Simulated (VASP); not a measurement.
Here is a VASP 6.6.1 calculation.

The input INCAR:

```
PREC = Accurate
ENCUT = 520
EDIFF = 1E-7
ISMEAR = -1
SIGMA = 0.08
LREAL = F
LASPH = T
NELM = 100
ALGO = Normal
ISIF = 2
LWAVE = F
LCHARG = T
GGA = PE
LELF = T
LVHAR = T
NBANDS = 16
```

KPOINTS

```
Automatic mesh
0
Gamma
  12 12 7
```

Contents of POSCAR:

```
ReP2
1.0
    3.0882765819      0.0000000000      0.0000000000
   -1.5441382909      2.6745259738      0.0000000000
    0.0000000000      0.0000000000      5.1501274434
Re P
1 2
Direct
    0.0000000000      0.0000000000      0.0000000000
    0.3333333333      0.6666666667      0.3253328333
    0.6666666667      0.3333333333      0.6746671667
```

Potentials or basis: VASP PAW PBE potentials, release 64 (Re, P).

Launch:

```sh
$ cat potpaw_PBE.64/Re/POTCAR potpaw_PBE.64/P/POTCAR > POTCAR
$ mpirun -np 1 vasp_std > vasp.out
```

Question: What does it give for the largest force?

Answer: 0.058 eV/Å.

Question: Estimate the pressure.

Answer: 0.3 GPa.

Forces in eV/Å, atoms in the order of the input:
```
Re   0.000  0.000  0.000
P    0.000  0.000  0.058
P    0.000  0.000 -0.058
```
